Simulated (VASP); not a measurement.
# F (C2/m) in VASP: further runs, part 2 of 2

VASP 6.6.1. The steps go on from the part before.

## (3) Single point, PBEsol

This run uses another cell than the first one, of the same volume but with other edges.

Contents of INCAR:

```
PREC = Accurate
ENCUT = 520
EDIFF = 1E-6
ISMEAR = 0
SIGMA = 0.05
LREAL = False
LASPH = True
NELM = 60
ALGO = Normal
ISIF = 2
LWAVE = False
LCHARG = False
GGA = PS
NBANDS = 22
```

Contents of KPOINTS:

```
regular mesh
0
Gamma
  4 4 2
```

Contents of POSCAR:

```
F
1.0
    3.2967168225     -1.7487181774     -0.2542712416
    3.2967168225      1.7487181774     -0.2542712416
   -2.5225846703      0.0000000000      7.0212425082
F
4
Direct
    0.0848459664      0.0848459664      0.0940038325
    0.9151540336      0.9151540336      0.9059961675
    0.5015719855      0.5015719855      0.5937195244
    0.4984280145      0.4984280145      0.4062804756
```

Potentials or basis: VASP PAW PBE potentials, release 64 (F).

Run with:

```sh
cat potpaw_PBE.64/F/POTCAR > POTCAR
mpirun -np 1 vasp_std > vasp.out
```

OUTCAR:

```text
PREC = Accurate
   ENCUT = 520
   EDIFF = 1E-6
   ISMEAR = 0
   LREAL = False
   LASPH = True
   NELM = 60
   ISIF = 2
   GGA = PS

 ion  position               nearest neighbor table
   1  0.085  0.085  0.094-   2 1.39
   2  0.915  0.915  0.906-   1 1.39
   3  0.502  0.502  0.594-   4 1.39
   4  0.498  0.498  0.406-   3 1.39

  LATTYP: Found a base centered monoclinic cell.
 ALAT       =     6.6130161567
 B/A-ratio  =     0.5288715878
 C/A-ratio  =     1.1281763984
 COS(beta)  =    -0.4094885125

  Lattice vectors:

 A1 = (   3.2967168225,  -1.7487181774,  -0.2542712416)
 A2 = (   3.2967168225,   1.7487181774,  -0.2542712416)
 A3 = (  -2.5225846703,   0.0000000000,   7.0212425082)

Analysis of symmetry for initial positions (statically):
=====================================================================
 Subroutine PRICEL returns:
 Original cell was already a primitive cell.

 Routine SETGRP: Setting up the symmetry group for a
 base centered monoclinic supercell.

 Subroutine GETGRP returns: Found  4 space group operations
 (whereof  4 operations were pure point group operations)
 out of a pool of  4 trial point group operations.

The static configuration has the point symmetry C_2h.

Analysis of symmetry for dynamics (positions and initial velocities):
=====================================================================
 Subroutine PRICEL returns:
 Original cell was already a primitive cell.

 Routine SETGRP: Setting up the symmetry group for a
 base centered monoclinic supercell.

 Subroutine GETGRP returns: Found  4 space group operations
 (whereof  4 operations were pure point group operations)
 out of a pool of  4 trial point group operations.

The dynamic configuration has the point symmetry C_2h.

 Subroutine INISYM returns: Found  4 space group operations
 (whereof  4 operations are pure point group operations),
 and found     1 'primitive' translations

----------------------------------------------------------------------------------------

                                     Primitive cell

  volume of cell :      78.7120

  direct lattice vectors                    reciprocal lattice vectors
     3.296716823 -1.748718177 -0.254271242     0.155988596 -0.285923716  0.056043420
     3.296716823  1.748718177 -0.254271242     0.155988596  0.285923716  0.056043420
    -2.522584670  0.000000000  7.021242508     0.011298118  0.000000000  0.146484110

  length of vectors
     3.740455980  3.740455980  7.460648750     0.330493084  0.330493084  0.146919168

  position of ions in fractional coordinates (direct lattice)
     0.084845966  0.084845966  0.094003833
     0.915154034  0.915154034  0.905996167
     0.501571986  0.501571986  0.593719524
     0.498428014  0.498428014  0.406280476

  ion indices of the primitive-cell ions
   primitive index   ion index
                 1           1
                 2           2
                 3           3
                 4           4

[... 21 lines left out ...]
 Subroutine IBZKPT returns following result:
 ===========================================

 Found     14 irreducible k-points:

 Following reciprocal coordinates:
            Coordinates               Weight
  0.000000  0.000000  0.000000      1.000000
  0.250000 -0.000000 -0.000000      4.000000
  0.500000 -0.000000 -0.000000      2.000000
  0.250000  0.250000 -0.000000      2.000000
  0.500000  0.250000 -0.000000      4.000000
 -0.250000  0.250000  0.000000      2.000000
  0.500000  0.500000 -0.000000      1.000000
  0.000000  0.000000  0.500000      1.000000
  0.250000 -0.000000  0.500000      4.000000
  0.500000 -0.000000  0.500000      2.000000
  0.250000  0.250000  0.500000      2.000000
  0.500000  0.250000  0.500000      4.000000
 -0.250000  0.250000  0.500000      2.000000
  0.500000  0.500000  0.500000      1.000000
   k-points           NKPTS =     14   k-points in BZ     NKDIM =     14   number of bands    NBANDS=     22
   number of dos      NEDOS =    301   number of ions     NIONS =      4
   total plane-waves  NPLWV =  43904
   dimension x,y,z NGX =    28 NGY =   28 NGZ =   56
   dimension x,y,z NGXF=    56 NGYF=   56 NGZF=  112
   ions per type =               4
   NGX,Y,Z   is equivalent  to a cutoff of  12.44, 12.44, 12.48 a.u.
   NGXF,Y,Z  is equivalent  to a cutoff of  24.89, 24.89, 24.96 a.u.
 SYSTEM =  unknown system
   PREC   = accura    normal or accurate (medium, high low for compatibility)
   ISTART =      0    job   : 0-new  1-cont  2-samecut
   ICHARG =      2    charge: 1-file 2-atom 10-const
   ISPIN  =      1    spin polarized calculation?
   LNONCOLLINEAR =      F non collinear calculations
   LSORBIT =      F    spin-orbit coupling
   LASPH  =      T    aspherical Exc in radial PAW
   ENCUT  =  520.0 eV  38.22 Ry    6.18 a.u.   6.95  6.95 13.87*2*pi/ulx,y,z
   NELM   =     60;   NELMIN=  2; NELMDL= -5     # of ELM steps
   EDIFF  = 0.1E-05   stopping-criterion for ELM
   LREAL  =      F    real-space projection
   EDIFFG = 0.1E-04   stopping-criterion for IOM
   NSW    =      0    number of steps for IOM
   IBRION =     -1    ionic relax: 0-MD 1-quasi-New 2-CG
   NFREE  =      0    steps in history (QN), initial steepest desc. (CG)
   ISIF   =      2    stress and relaxation
   ISYM   =      2    0-nonsym 1-usesym 2-fastsym
   POTIM  = 0.5000    time-step for ionic-motion
   TEBEG  =    0.0;   TEEND  =   0.0 temperature during run
   PSTRESS=    0.0 pullay stress
   NELECT =      28.0000    total number of electrons
   NUPDOWN=      -1.0000    fix difference up-down
   EMIN   =  10.00;   EMAX   =-10.00  energy-range for DOS
   EFERMI =   0.00;   METHOD = LEGACY
   ISMEAR =     0;   SIGMA  =   0.05  broadening in eV -4-tet -1-fermi 0-gaus
   EFERMI_NEDOS =   21; number of points for ismear=-14 and -15
   IALGO  =     38    algorithm
   IMIX   =      4    mixing-type and parameters
     AMIX     =   0.40;   BMIX     =  1.00
     AMIX_MAG =   1.60;   BMIX_MAG =  1.00
  volume/ion in A,a.u.               =      19.68       132.79
  Fermi-wavevector in a.u.,A,eV,Ry     =   1.159971  2.192028 18.307089  1.345533
  Thomas-Fermi vector in A             =   2.296558
   LORBIT       =      0    0 simple, 1 ext, 2 COOP (PROOUT), +10 PAW based schemes
   GGA     = PS    functional components
   LHFCALC =     F    Hartree Fock is set to
   AEXX    =    0.0000 exact exchange contribution
   IVDW    =     0    specifies the selected vdW correction
   LEPSILON=     F    determine dielectric tensor
   LRPA    =     F    only Hartree local field effects (RPA)
 non-spin polarized calculation
 Gauss-broadening in eV      SIGMA  =   0.05
  energy-cutoff  :      520.00
  volume of cell :       78.71
 maximum number of plane-waves:      2139
   NGX = 13   NGY = 13   NGZ = 27

 number of electron      28.0000016 magnetization

 Free energy of the ion-electron system (eV)
  ---------------------------------------------------
  ext. energy  EPLUGINS =         0.00000000
  ---------------------------------------------------
  free energy    TOTEN  =        -7.78174185 eV

  energy without entropy =       -7.78174185  energy(sigma->0) =       -7.78174185

 E-fermi :  -5.5717     XC(G=0):  -6.6432

 val. band max:       -5.8034741571   @ k =   0.5000   0.5000  -0.0000
 cond. band min:      -2.6258303123   @ k =   0.0000   0.0000   0.0000
 fundamental gap:      3.1776438447
 Fermi energy:        -5.5716960057

 k-point     1 :       0.0000    0.0000    0.0000
  band No.  band energies     occupation
      1     -31.0932      2.00000
      2     -30.9591      2.00000
      3     -24.2652      2.00000
      4     -24.0299      2.00000
      5     -12.5409      2.00000
      6     -12.0179      2.00000
[... 339 lines left out ...]
     21       8.8389      0.00000
     22       8.9696      0.00000

------------------------ aborting loop because EDIFF is reached ----------------------------------------

  FORCE on cell =-STRESS in cart. coord.  units (eV):
  Direction    XX          YY          ZZ          XY          YZ          ZX
  --------------------------------------------------------------------------------------
  -------------------------------------------------------------------------------------
  Total        0.1022287     -0.2486748      1.7271101      0.0000000      0.0000000      0.1217086
  in kB        2.0808587     -5.0617580     35.1552075      0.0000000      0.0000000      2.4773696
  external PRESSURE =      10.7247694 kB  Pullay stress =       0.0000000 kB

 VOLUME and BASIS-vectors are now :
 -----------------------------------------------------------------------------
  energy-cutoff  :      520.00
  volume of cell :       78.71
      direct lattice vectors                 reciprocal lattice vectors
     3.296716823 -1.748718177 -0.254271242     0.155988596 -0.285923716  0.056043420
     3.296716823  1.748718177 -0.254271242     0.155988596  0.285923716  0.056043420
    -2.522584670  0.000000000  7.021242508     0.011298118  0.000000000  0.146484110

 POSITION                                       TOTAL-FORCE (eV/Angst)
 -----------------------------------------------------------------------------------
      0.32229      0.00000      0.61688         0.388513      0.000000      0.726551
      3.74856      0.00000      5.89582        -0.388513      0.000000     -0.726551
      1.80937      0.00000      3.91358        -0.264717      0.000000      0.784397
      2.26148      0.00000      2.59912         0.264717      0.000000     -0.784397
 -----------------------------------------------------------------------------------
    total drift:                                0.000000      0.000000     -0.000000

  FREE ENERGIE OF THE ION-ELECTRON SYSTEM (eV)
  ---------------------------------------------------
  free  energy   TOTEN  =        -7.7817418511 eV

  energy  without entropy=       -7.7817418511  energy(sigma->0) =       -7.78174185
```

Wall time 46 s (1 thread of AMD EPYC 7R13, shared host); peak memory 0.18 GiB.

What came out:

```
Free energy            : -7.7817 eV
Pressure               : 1.1 GPa
Largest force          : 0.828 eV/Å
Band gap on the k mesh : 3.18 eV, indirect (least direct gap 3.27 eV)
```

Forces on the atoms (eV/Å):
```
F    0.389  0.000  0.727
F   -0.389  0.000 -0.727
F   -0.265  0.000  0.784
F    0.265  0.000 -0.784
```

Caveat: the k points lie up to 0.52 Å⁻¹ apart; the PAW data sets were made with another functional, which shifts forces and pressure a little.

## (4) Single point, PBEsol

This run uses another cell than the first one, of the same volume but with other edges.

Contents of INCAR:

```
  PREC = Accurate
  ENCUT = 520
  EDIFF = 1E-7
  ISMEAR = 0
  SIGMA = 0.05
  LREAL = F
  LASPH = T
  NELM = 100
  ALGO = Normal
  ISIF = 2
  LWAVE = F
  LCHARG = F
  GGA = PS
  NBANDS = 22
```

KPOINTS is that of step 3.

Contents of POSCAR:

```
F
1.0
    3.2269741196     -1.7675141748     -0.2488920827
    3.2269741196      1.7675141748     -0.2488920827
   -2.4525199261      0.0000000000      7.0892146799
F
4
Direct
    0.0848459664      0.0848459664      0.0940038325
    0.9151540336      0.9151540336      0.9059961675
    0.5015719855      0.5015719855      0.5937195244
    0.4984280145      0.4984280145      0.4062804756
```

Potentials or basis: VASP PAW PBE potentials, release 64 (F).

Run with:

```sh
cat potpaw_PBE.64/F/POTCAR > POTCAR
mpirun -np 1 vasp_std > vasp.out
```

OUTCAR:

```text
PREC = Accurate
   ENCUT = 520
   EDIFF = 1E-7
   ISMEAR = 0
   LREAL = F
   LASPH = T
   NELM = 100
   ISIF = 2
   GGA = PS

 ion  position               nearest neighbor table
   1  0.085  0.085  0.094-   2 1.40
   2  0.915  0.915  0.906-   1 1.40
   3  0.502  0.502  0.594-   4 1.40
   4  0.498  0.498  0.406-   3 1.40

  LATTYP: Found a base centered monoclinic cell.
 ALAT       =     6.4731164789
[... 535 lines left out ...]

  FORCE on cell =-STRESS in cart. coord.  units (eV):
  Direction    XX          YY          ZZ          XY          YZ          ZX
  --------------------------------------------------------------------------------------
  -------------------------------------------------------------------------------------
  Total       -0.0544284     -0.2511397      0.9601655      0.0000000      0.0000000      0.0709130
  in kB       -1.1078871     -5.1119316     19.5441022      0.0000000      0.0000000      1.4434291
  external PRESSURE =       4.4414279 kB  Pullay stress =       0.0000000 kB

 VOLUME and BASIS-vectors are now :
 -----------------------------------------------------------------------------
  energy-cutoff  :      520.00
  volume of cell :       78.71
      direct lattice vectors                 reciprocal lattice vectors
     3.226974120 -1.767514175 -0.248892083     0.159191577 -0.282883163  0.055072463
     3.226974120  1.767514175 -0.248892083     0.159191577  0.282883163  0.055072463
    -2.452519926  0.000000000  7.089214680     0.011177972  0.000000000  0.144926377

 POSITION                                       TOTAL-FORCE (eV/Angst)
 -----------------------------------------------------------------------------------
      0.31705      0.00000      0.62418         0.230068      0.000000      0.441991
      3.68438      0.00000      5.96725        -0.230068      0.000000     -0.441991
      1.78101      0.00000      3.95933        -0.152106      0.000000      0.474777
      2.22042      0.00000      2.63210         0.152106      0.000000     -0.474777
 -----------------------------------------------------------------------------------
    total drift:                                0.000000      0.000000     -0.000000

  FREE ENERGIE OF THE ION-ELECTRON SYSTEM (eV)
  ---------------------------------------------------
  free  energy   TOTEN  =        -7.7932644260 eV

  energy  without entropy=       -7.7932644260  energy(sigma->0) =       -7.79326443
```

Wall time 45 s (1 thread of AMD EPYC 7R13, shared host); peak memory 0.18 GiB.

What came out:

```
Free energy            : -7.7933 eV
Pressure               : 0.4 GPa
Largest force          : 0.499 eV/Å
Band gap on the k mesh : 3.07 eV, indirect (least direct gap 3.15 eV)
```

Forces on the atoms (eV/Å):
```
F    0.230  0.000  0.442
F   -0.230  0.000 -0.442
F   -0.152  0.000  0.475
F    0.152  0.000 -0.475
```

Levels at points of the mesh, in eV from the valence-band top:
```csv
k point,band 10,band 11,band 12,band 13,band 14,band 15,band 16,band 17,band 18,band 19
"(0.00, 0.00, 0.00)",-3.53,-0.35,-0.17,-0.12,-0.09,3.07,3.76,8.55,11.05,12.02
"(0.50, 0.00, 0.00)",-3.64,-0.36,-0.29,-0.29,-0.18,3.45,3.52,12.41,12.54,14.07
"(0.50, 0.50, 0.00)",-3.56,-0.32,-0.26,-0.17,0.00,3.40,3.50,12.61,12.66,12.93
"(0.00, 0.00, 0.50)",-3.53,-0.30,-0.19,-0.16,-0.09,3.36,3.43,9.41,9.43,14.71
"(0.50, 0.00, 0.50)",-3.60,-0.47,-0.34,-0.20,-0.07,3.30,3.65,12.33,13.11,13.36
"(0.50, 0.50, 0.50)",-3.61,-0.34,-0.24,-0.16,-0.09,3.43,3.51,12.13,12.25,14.31
```

Caveat: the k points lie up to 0.52 Å⁻¹ apart; the PAW data sets were made with another functional, which shifts forces and pressure a little. A k mesh can miss the band edges.

## (5) Single point, PBEsol

Contents of INCAR:

```
ALGO = Normal
EDIFF = 1E-6
ENCUT = 520
GGA = PS
ISIF = 2
ISMEAR = 0
LASPH = T
LCHARG = F
LREAL = F
LWAVE = F
NBANDS = 22
NELM = 100
PREC = Accurate
SIGMA = 0.05
```

Contents of KPOINTS:

```
k-points
0
Gamma
  4 4 2
```

Contents of POSCAR:

```
F
1.0
    3.0918744823     -1.8057171343     -0.2384720332
    3.0918744823      1.8057171343     -0.2384720332
   -2.3162597996      0.0000000000      7.2278425575
F
4
Direct
    0.0848459664      0.0848459664      0.0940038325
    0.9151540336      0.9151540336      0.9059961675
    0.5015719855      0.5015719855      0.5937195244
    0.4984280145      0.4984280145      0.4062804756
```

Run with:

```sh
cat potpaw_PBE.64/F/POTCAR > POTCAR
mpirun -np 1 vasp_std > vasp.out
```

Run time: 46 s. Hardware: 1 thread of AMD EPYC 7R13, shared host; peak memory 0.18 GiB.

Results (log left out):

```
Free energy            : -7.7985 eV
Pressure               : -0.8 GPa
Largest force          : 0.158 eV/Å
Band gap on the k mesh : 2.84 eV, indirect (least direct gap 2.92 eV)
```

Forces in eV/Å, atoms in the order of the input:
```
F   -0.066  0.000 -0.133
F    0.066  0.000  0.133
F    0.049  0.000 -0.150
F   -0.049  0.000  0.150
```

Stress tensor (GPa, compression positive):
```
-0.65  0.00 -0.07
 0.00 -0.53  0.00
-0.07  0.00 -1.33
```

Levels at points of the mesh, in eV from the valence-band top:
| k point | band 11 | band 12 | band 13 | band 14 | band 15 | band 16 | band 17 | band 18 |
| --- | --- | --- | --- | --- | --- | --- | --- | --- |
| (0.00, 0.00, 0.00) | -0.30 | -0.17 | -0.10 | -0.08 | 2.84 | 3.58 | 8.64 | 11.07 |
| (0.50, 0.00, 0.00) | -0.35 | -0.27 | -0.27 | -0.15 | 3.23 | 3.32 | 12.47 | 12.61 |
| (0.50, 0.50, 0.00) | -0.32 | -0.27 | -0.18 | 0.00 | 3.18 | 3.32 | 12.83 | 13.06 |
| (0.00, 0.00, 0.50) | -0.27 | -0.16 | -0.15 | -0.08 | 3.15 | 3.24 | 9.46 | 9.48 |
| (0.50, 0.00, 0.50) | -0.44 | -0.30 | -0.18 | -0.06 | 3.07 | 3.46 | 12.37 | 13.20 |
| (0.50, 0.50, 0.50) | -0.35 | -0.23 | -0.17 | -0.09 | 3.23 | 3.32 | 12.47 | 12.59 |

Caveat: the k points lie up to 0.51 Å⁻¹ apart; the PAW data sets were made with another functional, which shifts forces and pressure a little. A k mesh can miss the band edges.

## (6) Summary

```csv
cell,gap on the mesh (eV),pressure (GPa),largest force (eV/Å)
"a = 3.542, b = 3.542, c = 7.638 Å, angles 108.3, 108.3, 62.0°, 4 atoms",2.73,-1.5,0.48
"a = 3.740, b = 3.740, c = 7.461 Å, angles 111.2, 111.2, 55.7°, 4 atoms",3.18,1.1,0.83
"a = 3.688, b = 3.688, c = 7.501 Å, angles 110.5, 110.5, 57.3°, 4 atoms",3.07,0.4,0.50
"a = 3.588, b = 3.588, c = 7.590 Å, angles 109.0, 109.0, 60.4°, 4 atoms",2.84,-0.8,0.16
```

Alike in all rows: task single point; level PBEsol; potentials or basis VASP PAW PBE potentials, release 64 (F); no spin polarisation; k mesh 4 × 4 × 2; cutoff (eV) 520; smearing gaussian 0.05 eV.

Caveats: all runs use coarse meshes; the PAW data sets were made with another functional, which shifts forces and pressure a little.

Absolute energies hang on the potentials; compare differences alone.
